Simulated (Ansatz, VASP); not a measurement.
# MgO in VASP and in Ansatz

File INCAR:

```
SYSTEM = MgO
ALGO = Normal ; EDIFF = 1E-7
ENCUT = 520 ; ISIF = 2
ISMEAR = -1 ; LASPH = .True.
LCHARG = .False. ; LREAL = .False.
LWAVE = .False. ; NBANDS = 11
NELM = 80 ; PREC = Accurate
SIGMA = 0.05
```

Contents of KPOINTS:

```
k-points
0
Gamma
  10 10 10
  0 0 0
```

File POSCAR:

```
MgO
1.0
    2.9574785625      0.0000000000      0.0000000000
   -1.4787392813      2.5612515663      0.0000000000
    0.0000000000      0.0000000000      2.6974267424
Mg O
1 1
Direct
    0.0000000000      0.0000000000      0.0000000000
    0.3333333333      0.6666666667      0.5000000000
```

input.yaml

```yaml
crystal:
  lattice:
    - [2.9574785625, 0.0, 0.0]
    - [-1.4787392813, 2.5612515663, 0.0]
    - [0.0, 0.0, 2.6974267424]
  atoms:
    - { symbol: Mg, position: [0.0, 0.0, 0.0] }
    - { symbol: O, position: [0.3333333333, 0.6666666667, 0.5] }
kpoints:
  mp_grid: { grid: [10, 10, 10] }
scf:
  occupations: { method: fermi_dirac, width: 0.05 }
hamiltonian:
  xc: lda
  pseudopotentials: { kind: all_electron, lapw: { basis_error: 0.001 } }
output:
  forces: true
  stress: true
  eigenvalues: true
```

Change from the starting cell: volume scaled by 1.02.

Alike in both runs: task single point; functional LDA; k mesh 10 × 10 × 10; occupations fermi-dirac, width 0.05 eV; no spin polarisation.

```csv
,VASP,Ansatz
version,VASP 6.6.1,Ansatz 0.2.0
potentials or method,"VASP PAW LDA potentials, release 64 (Mg, O), cutoff 520 eV","all-electron LAPW, scalar-relativistic"
```

VASP gave:

| Quantity | Value |
| --- | --- |
| gap on the k mesh at the Fermi level (eV) | 2.81 |
| least direct gap on the mesh (eV) | 3.20 |
| pressure (GPa) | -13.2 |
| traceless stress, the component that is largest in VASP (GPa) | -1.43 |

Problem. What did Ansatz give for the same quantities?

Solution. gap on the k mesh at the Fermi level (eV): 2.81; least direct gap on the mesh (eV): 3.20; pressure (GPa): -11.5; traceless stress, the component that is largest in VASP (GPa): -1.25.

LDA's correlation is that of Perdew and Zunger in VASP and of Perdew and Wang (1992) in Ansatz. Ansatz ran all-electron here, and VASP with PAW potentials.
